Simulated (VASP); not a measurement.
Write the native input for VASP 6.6.1 that does the following.

```
Task                   : electric field gradients
Functional             : PBEsol
Potentials or basis    : VASP PAW PBE potentials, release 64 (Ti_sv, Ag, Hg)
Cutoff                 : 520 eV
k mesh                 : 8 × 8 × 8
Occupations            : fermi-dirac, width 0.03 eV
Spin                   : no spin polarisation
Dipole correction      : no
Further INCAR settings : ALGO = Normal; EDIFF = 1e-08; NBANDS = 32
```

The structure of TiAgHg2 lies in POSCAR:

```
TiAgHg2
1.0
    4.1500000000      0.0000000000      0.0000000000
    0.0000000000      4.1500000000      0.0000000000
    0.0000000000      0.0000000000      4.0600000000
Ti Ag Hg
1 1 2
Direct
    0.5000000000      0.5000000000      0.0000000000
    0.0000000000      0.0000000000      0.0000000000
    0.0000000000      0.5000000000      0.5000000000
    0.5000000000      0.0000000000      0.5000000000
```

These files were run (other wordings do the same):

INCAR

```
SYSTEM = TiAgHg2
PREC = Accurate ; ENCUT = 520
EDIFF = 1E-8 ; ISMEAR = -1
SIGMA = 0.03 ; LREAL = .FALSE.
LASPH = .TRUE. ; NELM = 80
ALGO = Normal ; ISIF = 2
LWAVE = .FALSE. ; LCHARG = .FALSE.
GGA = PS ; LEFG = .TRUE.
NBANDS = 32
```

KPOINTS

```
regular mesh
0
G
  8 8 8
  0 0 0
```

Potentials or basis: VASP PAW PBE potentials, release 64 (Ti_sv, Ag, Hg).

Command:

```sh
$ cat potpaw_PBE.64/Ti_sv/POTCAR potpaw_PBE.64/Ag/POTCAR potpaw_PBE.64/Hg/POTCAR > POTCAR
$ mpirun -np 1 vasp_std > vasp.out
```

Results of the run:

* Pressure: 8.1 GPa

Caveat: without QUAD_EFG the Cq values of the log hold for a quadrupole moment of 1 mb, not for the nuclei; the PAW data sets were made with another functional, which shifts forces and pressure a little.

It took 110 s on 1 thread of Intel(R) Xeon(R) Platinum 8259CL CPU @ 2.50GHz (Skylake/Cascade Lake) (shared host), peak memory 0.3 GiB.
